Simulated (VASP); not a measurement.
# FeO (Wuestite) (Fm-3m) in VASP: notebook

Runs on FeO (Wuestite). Level: PBEsol. Tasks: single point.

Program: VASP 6.6.1. These are calculated values, not measurements. Logs are shortened: lines on timing, memory, paths and dates and some standing lists are left out, and cuts for length are marked.

### 1 The cell of the first run

It takes space group Fm-3m (No. 225, cubic). Conventional cell: a = 4.311 Å, b = 4.311 Å, c = 4.311 Å, α = 90.00°, β = 90.00°, γ = 90.00°. Fe (site symmetry m-3m) has 6 O at 2.16 Å within 2.9 Å. O (site symmetry m-3m) has 6 Fe at 2.16 Å within 2.9 Å.

### 2 Single point, PBEsol, collinear spin, ferromagnetic start

Contents of INCAR:

```
  PREC = Accurate
  ENCUT = 600
  EDIFF = 1E-6
  ISMEAR = -1
  SIGMA = 0.05
  LREAL = F
  LASPH = T
  NELM = 200
  ALGO = Normal
  ISIF = 2
  LWAVE = F
  LCHARG = F
  ISPIN = 2
  MAGMOM = 4.5 0
  LORBIT = 11
  NUPDOWN = 4.5
  LMAXMIX = 4
  GGA = PS
  NBANDS = 22
  GGA_COMPAT = F
```

Contents of KPOINTS:

```
Automatic mesh
0
Gamma
  9 9 9
```

Contents of POSCAR:

```
FeO
1.0
    0.0000000000      2.1554000000      2.1554000000
    2.1554000000      0.0000000000      2.1554000000
    2.1554000000      2.1554000000      0.0000000000
Fe O
1 1
Direct
    0.0000000000      0.0000000000      0.0000000000
    0.5000000000      0.5000000000      0.5000000000
```

Potentials or basis: VASP PAW PBE potentials, release 64 (Fe_sv, O).

Started as:

```sh
> cat potpaw_PBE.64/Fe_sv/POTCAR potpaw_PBE.64/O/POTCAR > POTCAR
> mpirun -np 1 vasp_std > vasp.out
```

OUTCAR:

```text
PREC = Accurate
   ENCUT = 600
   EDIFF = 1E-6
   ISMEAR = -1
   LREAL = F
   LASPH = T
   NELM = 200
   ISIF = 2
   ISPIN = 2
   LORBIT = 11
   NUPDOWN = 4.5
   GGA = PS

 ion  position               nearest neighbor table
   1  0.000  0.000  0.000-   2 2.16   2 2.16   2 2.16   2 2.16   2 2.16   2 2.16
   2  0.500  0.500  0.500-   1 2.16   1 2.16   1 2.16   1 2.16   1 2.16   1 2.16

  LATTYP: Found a face centered cubic cell.
 ALAT       =     4.3108000000

  Lattice vectors:

 A1 = (   0.0000000000,   2.1554000000,   2.1554000000)
 A2 = (   2.1554000000,   0.0000000000,   2.1554000000)
 A3 = (   2.1554000000,   2.1554000000,   0.0000000000)

Analysis of symmetry for initial positions (statically):
=====================================================================
 Subroutine PRICEL returns:
 Original cell was already a primitive cell.

 Routine SETGRP: Setting up the symmetry group for a
 face centered cubic supercell.

 Subroutine GETGRP returns: Found 48 space group operations
 (whereof 48 operations were pure point group operations)
 out of a pool of 48 trial point group operations.

The static configuration has the point symmetry O_h .

Analysis of symmetry for dynamics (positions and initial velocities):
=====================================================================
 Subroutine PRICEL returns:
 Original cell was already a primitive cell.

 Routine SETGRP: Setting up the symmetry group for a
 face centered cubic supercell.

 Subroutine GETGRP returns: Found 48 space group operations
 (whereof 48 operations were pure point group operations)
 out of a pool of 48 trial point group operations.

The dynamic configuration has the point symmetry O_h .

Analysis of structural, dynamic, and magnetic symmetry:
=====================================================================
 Subroutine PRICEL returns:
 Original cell was already a primitive cell.

 Routine SETGRP: Setting up the symmetry group for a
 face centered cubic supercell.

 Subroutine GETGRP returns: Found 48 space group operations
 (whereof 48 operations were pure point group operations)
 out of a pool of 48 trial point group operations.

The overall configuration has the point symmetry O_h .

 Subroutine INISYM returns: Found 48 space group operations
 (whereof 48 operations are pure point group operations),
 and found     1 'primitive' translations

[... 105 lines left out ...]
   NELECT =      22.0000    total number of electrons
   NUPDOWN=       4.5000    fix difference up-down
   EMIN   =  10.00;   EMAX   =-10.00  energy-range for DOS
   EFERMI =   0.00;   METHOD = LEGACY
   ISMEAR =    -1;   SIGMA  =   0.05  broadening in eV -4-tet -1-fermi 0-gaus
   EFERMI_NEDOS =   21; number of points for ismear=-14 and -15
   IALGO  =     38    algorithm
   IMIX   =      4    mixing-type and parameters
     AMIX     =   0.40;   BMIX     =  1.00
     AMIX_MAG =   1.60;   BMIX_MAG =  1.00
  volume/ion in A,a.u.               =      10.01        67.57
  Fermi-wavevector in a.u.,A,eV,Ry     =   1.689187  3.192101 38.822242  2.853354
  Thomas-Fermi vector in A             =   2.771359
   LORBIT       =     11    0 simple, 1 ext, 2 COOP (PROOUT), +10 PAW based schemes
   GGA     = PS    functional components
   LHFCALC =     F    Hartree Fock is set to
   AEXX    =    0.0000 exact exchange contribution
   IVDW    =     0    specifies the selected vdW correction
   LEPSILON=     F    determine dielectric tensor
   LRPA    =     F    only Hartree local field effects (RPA)
 spin polarized calculation
  energy-cutoff  :      600.00
  volume of cell :       20.03
 maximum number of plane-waves:       680
   NGX = 13   NGY = 13   NGZ = 13

 number of electron      22.0000012 magnetization       4.5000002

 Free energy of the ion-electron system (eV)
  ---------------------------------------------------
  ext. energy  EPLUGINS =         0.00000000
  ---------------------------------------------------
  free energy    TOTEN  =       -15.13869089 eV

  energy without entropy =      -15.12549129  energy(sigma->0) =      -15.13209109

 E-fermi :   9.1943     XC(G=0): -12.8257

 val. band max:       13.6947948438   @ k =  -0.3333   0.1111   0.0000
 cond. band min:       9.1999650355   @ k =  -0.1111   0.1111   0.0000
 fundamental gap:     -4.4948298083
 Fermi energy:        13.7856956005

 spin component 1

 k-point     1 :       0.0000    0.0000    0.0000
  band No.  band energies     occupation
      1     -80.7083      1.00000
      2     -46.8294      1.00000
      3     -46.8294      1.00000
      4     -46.8294      1.00000
      5     -11.1118      1.00000
      6       5.1542      1.00000
[... 589 lines left out ...]
     21      39.1596      0.00000
     22      39.1596      0.00000

 [... further k-points ...]

 spin component 2

 k-point     1 :       0.0000    0.0000    0.0000
  band No.  band energies     occupation
      1     -76.3616      1.00000
      2     -42.5737      1.00000
      3     -42.5737      1.00000
      4     -42.5737      1.00000
      5     -10.2890      1.00000
      6       6.6037      1.00000
[... 589 lines left out ...]
     21      39.6206      0.00000
     22      39.6206      0.00000

 [... further k-points ...]
[... 5 lines left out ...]
  --------------------------------------------------------------------------------------
  -------------------------------------------------------------------------------------
  Total        0.1112167      0.1112167      0.1112167      0.0000000      0.0000000      0.0000000
  in kB        8.8974815      8.8974815      8.8974815      0.0000000      0.0000000      0.0000000
  external PRESSURE =       8.8974815 kB  Pullay stress =       0.0000000 kB

 VOLUME and BASIS-vectors are now :
 -----------------------------------------------------------------------------
  energy-cutoff  :      600.00
  volume of cell :       20.03
      direct lattice vectors                 reciprocal lattice vectors
     0.000000000  2.155400000  2.155400000    -0.231975503  0.231975503  0.231975503
     2.155400000  0.000000000  2.155400000     0.231975503 -0.231975503  0.231975503
     2.155400000  2.155400000  0.000000000     0.231975503  0.231975503 -0.231975503

 POSITION                                       TOTAL-FORCE (eV/Angst)
 -----------------------------------------------------------------------------------
      0.00000      0.00000      0.00000        -0.000000     -0.000000      0.000000
      2.15540      2.15540      2.15540         0.000000      0.000000     -0.000000
 -----------------------------------------------------------------------------------
    total drift:                                0.000000     -0.000000     -0.000000

  FREE ENERGIE OF THE ION-ELECTRON SYSTEM (eV)
  ---------------------------------------------------
  free  energy   TOTEN  =       -15.1386908931 eV

  energy  without entropy=      -15.1254912855  energy(sigma->0) =      -15.13209109

 total charge

# of ion       s       p       d       tot
------------------------------------------
    1        2.129   6.006   5.397  13.533
    2        1.575   3.394   0.000   4.969
--------------------------------------------------
tot          3.704   9.400   5.397  18.501

 magnetization (x)

# of ion       s       p       d       tot
------------------------------------------
    1        0.040   0.018   3.601   3.659
    2        0.064   0.379   0.000   0.443
--------------------------------------------------
tot          0.104   0.397   3.601   4.102
```

OSZICAR:

```text
N       E                     dE             d eps       ncg     rms          rms(c)
DAV:   1     0.311670433249E+03    0.31167E+03   -0.12925E+04  3154   0.144E+03
DAV:   2    -0.150304106513E+01   -0.31317E+03   -0.29596E+03  3146   0.474E+02
DAV:   3    -0.182417885809E+02   -0.16739E+02   -0.16603E+02  3706   0.124E+02
DAV:   4    -0.185015850713E+02   -0.25980E+00   -0.25972E+00  3422   0.171E+01
DAV:   5    -0.185081261033E+02   -0.65410E-02   -0.65408E-02  3758   0.282E+00    0.167E+01
DAV:   6    -0.157036335309E+02    0.28045E+01   -0.17211E+01  4866   0.613E+01    0.273E+01
DAV:   7    -0.151789322313E+02    0.52470E+00   -0.24675E+00  4300   0.309E+01    0.121E+01
DAV:   8    -0.151627059792E+02    0.16226E-01   -0.14283E-01  3572   0.328E+00    0.664E+00
DAV:   9    -0.151369793150E+02    0.25727E-01   -0.45888E-02  4758   0.324E+00    0.108E+00
DAV:  10    -0.151389459930E+02   -0.19667E-02   -0.76434E-03  4100   0.148E+00    0.213E-01
DAV:  11    -0.151386474166E+02    0.29858E-03   -0.18809E-03  4854   0.614E-01    0.744E-02
DAV:  12    -0.151386866059E+02   -0.39189E-04   -0.21642E-04  3446   0.131E-01    0.354E-02
DAV:  13    -0.151386912997E+02   -0.46938E-05   -0.12023E-05  3542   0.300E-02    0.114E-02
DAV:  14    -0.151386908931E+02    0.40656E-06   -0.54690E-07  2228   0.124E-02
   1 F= -.15138691E+02 E0= -.15132091E+02  d E =-.131996E-01  mag=     4.5000
```

stdout:

```text
POSCAR found type information on POSCAR FeO
 POSCAR found :  2 types and       2 ions
 scaLAPACK will be used
 -----------------------------------------------------------------------------
|                                                                             |
|                                                                             |
|     You enforced a specific xc type in the INCAR file but a different       |
|     I HOPE YOU KNOW WHAT YOU ARE DOING!                                     |
|                                                                             |
 -----------------------------------------------------------------------------

 LDA part: xc-table for (Slater+PW92), standard interpolation
 POSCAR, INCAR and KPOINTS ok, starting setup
 FFT: planning ... GRIDC
 FFT: planning ... GRID_SOFT
 FFT: planning ... GRID
 WAVECAR not read
 entering main loop
```

Wall time 19 s (1 thread of Intel Xeon Platinum 8375C at 2.90GHz (Ice Lake), shared host); peak memory 0.16 GiB.

What came out:

```yaml
Free_energy: -15.1387 eV
Pressure: 0.9 GPa
Net_moment: 4.50 μB per cell
Site_moments: Fe +3.66; O +0.44 μB
Valence_electrons_inside_the_program's_atomic_spheres: Fe 13.53; O 4.97
```

Caveat: the PAW data sets were made with another functional, which shifts forces and pressure a little; the total moment is fixed, so each spin has its own Fermi level; a cell with one magnetic atom can't hold antiferromagnetic order, which such compounds often take.

### 3 Single point, PBEsol, collinear spin, ferromagnetic start

Contents of INCAR:

```
SYSTEM = FeO
PREC     = Accurate       ! precision mode
ENCUT    = 600            ! plane-wave cutoff, eV
EDIFF    = 1E-6           ! SCF threshold, eV
ISMEAR   = -1             ! smearing method
SIGMA    = 0.05           ! smearing width, eV
LREAL    = .FALSE.        ! projectors in reciprocal space
LASPH    = .TRUE.         ! aspherical terms in the spheres
NELM     = 200            ! most SCF steps
ALGO     = Normal         ! electronic algorithm
ISIF     = 2              ! what is computed and relaxed
LWAVE    = .FALSE.        ! write WAVECAR
LCHARG   = .FALSE.        ! write CHGCAR
ISPIN    = 2              ! spin polarisation
MAGMOM   = 1.5 0          ! initial moments
LORBIT   = 11             ! projections on sites
NUPDOWN  = 1.5            ! fixed moment
LMAXMIX  = 4              ! l up to which the mixer works
GGA      = PS             ! functional
NBANDS   = 22             ! bands
GGA_COMPAT= .FALSE.
```

Contents of KPOINTS:

```
Automatic mesh
0
G
  9 9 9
  0 0 0
```

POSCAR is that of step 2.

Potentials or basis: VASP PAW PBE potentials, release 64 (Fe_sv, O).

Started as:

```sh
> cat potpaw_PBE.64/Fe_sv/POTCAR potpaw_PBE.64/O/POTCAR > POTCAR
> mpirun -np 1 vasp_std > vasp.out
```

Run time: 17 s. Hardware: 1 thread of Intel Xeon Platinum 8488C (Sapphire Rapids), shared host; peak memory 0.16 GiB.

Results (log left out):

| Property | Result |
| --- | --- |
| Free energy | -14.8883 eV |
| Pressure | -32.9 GPa |
| Net moment | 1.50 μB per cell |
| Site moments | Fe +1.44; O -0.01 μB |
| Valence electrons inside the program's atomic spheres | Fe 13.69; O 4.89 |

Caveat: the PAW data sets were made with another functional, which shifts forces and pressure a little; the total moment is fixed, so each spin has its own Fermi level; a cell with one magnetic atom can't hold antiferromagnetic order, which such compounds often take.

### 4 Single point, PBEsol, collinear spin, ferromagnetic start

Contents of INCAR:

```
SYSTEM = FeO
PREC = Accurate
ENCUT = 600
EDIFF = 1E-6
ISMEAR = -1
SIGMA = 0.05
LREAL = .FALSE.
LASPH = .TRUE.
NELM = 200
ALGO = Normal
ISIF = 2
LWAVE = .FALSE.
LCHARG = .TRUE.
ISPIN = 2
MAGMOM = 0.8 0
LORBIT = 11
NUPDOWN = 0.8
LMAXMIX = 4
GGA = PS
LELF = .TRUE.
LVHAR = .TRUE.
NBANDS = 22
GGA_COMPAT = .FALSE.
```

KPOINTS is that of step 3.

POSCAR is that of step 3.

Started as:

```sh
> cat potpaw_PBE.64/Fe_sv/POTCAR potpaw_PBE.64/O/POTCAR > POTCAR
> mpirun -np 1 vasp_std > vasp.out
```

Wall time 24 s (1 thread of Intel Xeon Platinum 8488C (Sapphire Rapids), shared host); peak memory 0.16 GiB.

Results (log left out):

| Item | Value |
| --- | --- |
| Free energy | -14.6627 eV |
| Pressure | -33.7 GPa |
| Net moment | 0.80 μB per cell |
| Site moments | Fe +0.76; O +0.01 μB |
| Valence electrons inside the program's atomic spheres | Fe 13.69; O 4.89 |

Caveat: the PAW data sets were made with another functional, which shifts forces and pressure a little; the total moment is fixed, so each spin has its own Fermi level; a cell with one magnetic atom can't hold antiferromagnetic order, which such compounds often take.

(Continued in part 2 of 2.)
